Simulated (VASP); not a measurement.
# Be (Pm-3m) in VASP: single point with PBEsol

Aim: the single point of Be with PBEsol.

Everything below comes from runs of VASP 6.6.1. Logs are shortened: lines on timing, memory, paths and dates and some standing lists are left out, and cuts for length are marked.

## 1. The cell of the first run

It takes space group Pm-3m (No. 221, cubic). Conventional cell: a = 2.158 Å, b = 2.158 Å, c = 2.158 Å, α = 90.00°, β = 90.00°, γ = 90.00°. Within 2.9 Å of Be (site symmetry m-3m) lie 6 Be at 2.16 Å.

## 2. Single point, PBEsol

INCAR

```
SYSTEM = Be
ALGO     = Normal         ! electronic algorithm
EDIFF    = 1E-6           ! SCF threshold, eV
ENCUT    = 520            ! plane-wave cutoff, eV
GGA      = PS             ! functional
ISIF     = 2              ! what is computed and relaxed
ISMEAR   = -1             ! smearing method
LASPH    = .TRUE.         ! aspherical terms in the spheres
LCHARG   = .FALSE.        ! write CHGCAR
LREAL    = .FALSE.        ! projectors in reciprocal space
LWAVE    = .FALSE.        ! write WAVECAR
NBANDS   = 7              ! bands
NELM     = 80             ! most SCF steps
PREC     = Accurate       ! precision mode
SIGMA    = 0.13605693000000002 ! smearing width, eV
```

KPOINTS

```
k-points
0
G
  15 15 15
  0 0 0
```

POSCAR

```
Be
1.0
    2.1581625893      0.0000000000      0.0000000000
    0.0000000000      2.1581625893      0.0000000000
    0.0000000000      0.0000000000      2.1581625893
Be
1
Direct
    0.0000000000      0.0000000000      0.0000000000
```

Potentials or basis: VASP PAW PBE potentials, release 64 (Be).

On the command line:

```sh
$ cat potpaw_PBE.64/Be/POTCAR > POTCAR
$ mpirun -np 1 vasp_std > vasp.out
```

OUTCAR:

```text
SYSTEM = Be
   EDIFF = 1E-6
   ENCUT = 520
   GGA = PS
   ISIF = 2
   ISMEAR = -1
   LASPH = .TRUE.
   LREAL = .FALSE.
   NELM = 80
   PREC = Accurate

 ion  position               nearest neighbor table
   1  0.000  0.000  0.000-

  LATTYP: Found a simple cubic cell.
 ALAT       =     2.1581625893

  Lattice vectors:

 A1 = (   2.1581625893,   0.0000000000,   0.0000000000)
 A2 = (   0.0000000000,   2.1581625893,   0.0000000000)
 A3 = (   0.0000000000,   0.0000000000,   2.1581625893)

Analysis of symmetry for initial positions (statically):
=====================================================================
 Subroutine PRICEL returns:
 Original cell was already a primitive cell.

 Routine SETGRP: Setting up the symmetry group for a
 simple cubic supercell.

 Subroutine GETGRP returns: Found 48 space group operations
 (whereof 48 operations were pure point group operations)
 out of a pool of 48 trial point group operations.

The static configuration has the point symmetry O_h .

Analysis of symmetry for dynamics (positions and initial velocities):
=====================================================================
 Subroutine PRICEL returns:
 Original cell was already a primitive cell.

 Routine SETGRP: Setting up the symmetry group for a
 simple cubic supercell.

 Subroutine GETGRP returns: Found 48 space group operations
 (whereof 48 operations were pure point group operations)
 out of a pool of 48 trial point group operations.

The dynamic configuration has the point symmetry O_h .

 Subroutine INISYM returns: Found 48 space group operations
 (whereof 48 operations are pure point group operations),
 and found     1 'primitive' translations

----------------------------------------------------------------------------------------

                                     Primitive cell

  volume of cell :      10.0520

  direct lattice vectors                    reciprocal lattice vectors
     2.158162589  0.000000000  0.000000000     0.463357119  0.000000000  0.000000000
     0.000000000  2.158162589  0.000000000     0.000000000  0.463357119  0.000000000
     0.000000000  0.000000000  2.158162589     0.000000000  0.000000000  0.463357119

  length of vectors
     2.158162589  2.158162589  2.158162589     0.463357119  0.463357119  0.463357119

  position of ions in fractional coordinates (direct lattice)
     0.000000000  0.000000000  0.000000000

  ion indices of the primitive-cell ions
   primitive index   ion index
                 1           1

----------------------------------------------------------------------------------------

 KPOINTS: k-points

Automatic generation of k-mesh.
 Grid dimensions read from file:
 generate k-points for:   15   15   15

 Generating k-lattice:

  Cartesian coordinates                     Fractional coordinates (reciprocal lattice)
     0.030890475  0.000000000  0.000000000     0.066666667  0.000000000  0.000000000
     0.000000000  0.030890475  0.000000000     0.000000000  0.066666667  0.000000000
     0.000000000  0.000000000  0.030890475     0.000000000  0.000000000  0.066666667

  Length of vectors
     0.030890475  0.030890475  0.030890475

  Shift w.r.t. Gamma in fractional coordinates (k-lattice)
     0.000000000  0.000000000  0.000000000

 Subroutine IBZKPT returns following result:
 ===========================================

 Found    120 irreducible k-points:

 Following reciprocal coordinates:
            Coordinates               Weight
  0.000000  0.000000  0.000000      1.000000
  0.066667  0.000000  0.000000      6.000000
  0.133333  0.000000  0.000000      6.000000
  0.200000  0.000000  0.000000      6.000000
  0.266667  0.000000  0.000000      6.000000
  0.333333  0.000000  0.000000      6.000000
[... 16 lines left out ...]
  0.266667  0.200000  0.000000     24.000000
  0.333333  0.200000  0.000000     24.000000
 [... further k-points ...]
   k-points           NKPTS =    120   k-points in BZ     NKDIM =    120   number of bands    NBANDS=      7
   number of dos      NEDOS =    301   number of ions     NIONS =      1
   total plane-waves  NPLWV =   4096
   dimension x,y,z NGX =    16 NGY =   16 NGZ =   16
   dimension x,y,z NGXF=    32 NGYF=   32 NGZF=   32
   ions per type =               1
   NGX,Y,Z   is equivalent  to a cutoff of  12.32, 12.32, 12.32 a.u.
   NGXF,Y,Z  is equivalent  to a cutoff of  24.65, 24.65, 24.65 a.u.
 SYSTEM =  Be
   PREC   = accura    normal or accurate (medium, high low for compatibility)
   ISTART =      0    job   : 0-new  1-cont  2-samecut
   ICHARG =      2    charge: 1-file 2-atom 10-const
   ISPIN  =      1    spin polarized calculation?
   LNONCOLLINEAR =      F non collinear calculations
   LSORBIT =      F    spin-orbit coupling
   LASPH  =      T    aspherical Exc in radial PAW
   ENCUT  =  520.0 eV  38.22 Ry    6.18 a.u.   4.01  4.01  4.01*2*pi/ulx,y,z
   NELM   =     80;   NELMIN=  2; NELMDL= -5     # of ELM steps
   EDIFF  = 0.1E-05   stopping-criterion for ELM
   LREAL  =      F    real-space projection
   EDIFFG = 0.1E-04   stopping-criterion for IOM
   NSW    =      0    number of steps for IOM
   IBRION =     -1    ionic relax: 0-MD 1-quasi-New 2-CG
   NFREE  =      0    steps in history (QN), initial steepest desc. (CG)
   ISIF   =      2    stress and relaxation
   ISYM   =      2    0-nonsym 1-usesym 2-fastsym
   POTIM  = 0.5000    time-step for ionic-motion
   TEBEG  =    0.0;   TEEND  =   0.0 temperature during run
   PSTRESS=    0.0 pullay stress
   NELECT =       2.0000    total number of electrons
   NUPDOWN=      -1.0000    fix difference up-down
   EMIN   =  10.00;   EMAX   =-10.00  energy-range for DOS
   EFERMI =   0.00;   METHOD = LEGACY
   ISMEAR =    -1;   SIGMA  =   0.14  broadening in eV -4-tet -1-fermi 0-gaus
   EFERMI_NEDOS =   21; number of points for ismear=-14 and -15
   IALGO  =     38    algorithm
   IMIX   =      4    mixing-type and parameters
     AMIX     =   0.40;   BMIX     =  1.00
     AMIX_MAG =   1.60;   BMIX_MAG =  1.00
  volume/ion in A,a.u.               =      10.05        67.83
  Fermi-wavevector in a.u.,A,eV,Ry     =   0.955727  1.806063 12.427762  0.913415
  Thomas-Fermi vector in A             =   2.084591
   LORBIT       =      0    0 simple, 1 ext, 2 COOP (PROOUT), +10 PAW based schemes
   GGA     = PS    functional components
   LHFCALC =     F    Hartree Fock is set to
   AEXX    =    0.0000 exact exchange contribution
   IVDW    =     0    specifies the selected vdW correction
   LEPSILON=     F    determine dielectric tensor
   LRPA    =     F    only Hartree local field effects (RPA)
 non-spin polarized calculation
  energy-cutoff  :      520.00
  volume of cell :       10.05
 maximum number of plane-waves:       289
   NGX =  9   NGY =  9   NGZ =  9

 number of electron       2.0000000 magnetization

 Free energy of the ion-electron system (eV)
  ---------------------------------------------------
  ext. energy  EPLUGINS =         0.00000000
  ---------------------------------------------------
  free energy    TOTEN  =        -2.98730065 eV

  energy without entropy =       -2.96367807  energy(sigma->0) =       -2.97548936

 E-fermi :   4.9616     XC(G=0):  -9.8321

 val. band max:        4.9433251276   @ k =   0.4667   0.2667   0.1333
 cond. band min:       4.9832951384   @ k =   0.4667   0.3333   0.2667
 fundamental gap:      0.0399700107
 Fermi energy:         4.9616447572

 k-point     1 :       0.0000    0.0000    0.0000
  band No.  band energies     occupation
      1      -4.8627      2.00000
      2      18.6777      0.00000
      3      18.6777      0.00000
      4      18.6777      0.00000
      5      24.3678      0.00000
      6      24.3678      0.00000
      7      33.2918      0.00000

 k-point     2 :       0.0667    0.0000    0.0000
  band No.  band energies     occupation
      1      -4.7518      2.00000
      2      17.1634      0.00000
      3      18.7895      0.00000
      4      18.7895      0.00000
      5      24.5050      0.00000
      6      26.0340      0.00000
      7      33.2036      0.00000

 k-point     3 :       0.1333    0.0000    0.0000
  band No.  band energies     occupation
      1      -4.4195      2.00000
      2      14.5013      0.00000
      3      19.1199      0.00000
      4      19.1199      0.00000
      5      24.9153      0.00000
      6      29.0098      0.00000
      7      33.0787      0.00000

 k-point     4 :       0.2000    0.0000    0.0000
  band No.  band energies     occupation
      1      -3.8688      2.00000
      2      11.7939      0.00000
      3      19.6512      0.00000
      4      19.6512      0.00000
      5      25.5938      0.00000
      6      31.0373      0.00000
      7      34.0439      0.00000

 k-point     5 :       0.2667    0.0000    0.0000
  band No.  band energies     occupation
      1      -3.1057      2.00000
      2       9.2496      0.00000
      3      20.3461      0.00000
      4      20.3461      0.00000
      5      26.5288      0.00000
      6      31.0044      0.00000
      7      36.8702      0.00000

 k-point     6 :       0.3333    0.0000    0.0000
  band No.  band energies     occupation
      1      -2.1462      2.00000
      2       6.9369      0.00000
      3      21.1325      0.00000
      4      21.1325      0.00000
      5      27.6910      0.00000
      6      30.5698      0.00000
      7      36.6019      0.00000

 k-point     7 :       0.4000    0.0000    0.0000
  band No.  band energies     occupation
      1      -1.0411      2.00000
      2       4.9246      1.13538
      3      21.8745      0.00000
      4      21.8745      0.00000
      5      28.9928      0.00000
      6      30.1896      0.00000
      7      34.7974      0.00000
[... 121 lines left out ...]
 k-point    20 :       0.4000    0.1333    0.0000
  band No.  band energies     occupation
      1      -0.5612      2.00000
      2       5.2343      0.23760
      3      18.8477      0.00000
      4      22.2781      0.00000
      5      25.9830      0.00000
      6      31.8114      0.00000
      7      34.9848      0.00000

 k-point    21 :       0.4667    0.1333    0.0000
  band No.  band energies     occupation
      1       0.4904      2.00000
      2       3.7468      1.99973
      3      19.5913      0.00000
      4      22.7469      0.00000
      5      24.9429      0.00000
      6      32.8003      0.00000
      7      34.0012      0.00000

 k-point    22 :       0.2000    0.2000    0.0000
  band No.  band energies     occupation
      1      -2.8596      2.00000
      2      11.1572      0.00000
      3      15.0146      0.00000
      4      20.6050      0.00000
      5      28.6099      0.00000
      6      30.9032      0.00000
      7      36.0274      0.00000

 k-point    23 :       0.2667    0.2000    0.0000
  band No.  band energies     occupation
      1      -2.0847      2.00000
      2       9.4959      0.00000
      3      14.9976      0.00000
      4      21.2827      0.00000
      5      26.8263      0.00000
      6      31.6184      0.00000
      7      38.1126      0.00000

 k-point    24 :       0.3333    0.2000    0.0000
  band No.  band energies     occupation
      1      -1.1078      2.00000
      2       7.4944      0.00000
      3      15.7027      0.00000
      4      22.0446      0.00000
      5      24.8191      0.00000
      6      32.3887      0.00000
      7      37.6614      0.00000

 [... further k-points ...]
[... 5 lines left out ...]
  --------------------------------------------------------------------------------------
  -------------------------------------------------------------------------------------
  Total        0.0666312      0.0666312      0.0666312      0.0000000      0.0000000     -0.0000000
  in kB       10.6202751     10.6202751     10.6202751      0.0000000      0.0000000     -0.0000000
  external PRESSURE =      10.6202751 kB  Pullay stress =       0.0000000 kB

 VOLUME and BASIS-vectors are now :
 -----------------------------------------------------------------------------
  energy-cutoff  :      520.00
  volume of cell :       10.05
      direct lattice vectors                 reciprocal lattice vectors
     2.158162589  0.000000000  0.000000000     0.463357119  0.000000000  0.000000000
     0.000000000  2.158162589  0.000000000     0.000000000  0.463357119  0.000000000
     0.000000000  0.000000000  2.158162589     0.000000000  0.000000000  0.463357119

 POSITION                                       TOTAL-FORCE (eV/Angst)
 -----------------------------------------------------------------------------------
      0.00000      0.00000      0.00000         0.000000      0.000000      0.000000
 -----------------------------------------------------------------------------------
    total drift:                                0.000000     -0.000000     -0.000000

  FREE ENERGIE OF THE ION-ELECTRON SYSTEM (eV)
  ---------------------------------------------------
  free  energy   TOTEN  =        -2.9873006531 eV

  energy  without entropy=       -2.9636780703  energy(sigma->0) =       -2.97548936
```

It took 3.7 s on 1 thread of AMD EPYC 7R13 (Zen 3), shared host; peak memory 0.08 GiB.

Results:

```yaml
Free_energy: -2.9873 eV
Pressure: 1.1 GPa
Band_gap_on_the_k_mesh: zero (band 1 reaches 9.89 eV, above the bottom of band 2 at 3.45 eV)
```

Levels at points of the mesh, in eV from the Fermi level:
```tsv
k point	band 1	band 2	band 3	band 4	band 5
(0.00, 0.00, 0.00)	-9.82	13.72	13.72	13.72	19.41
```

Caveat: the PAW data sets were made with another functional, which shifts forces and pressure a little.
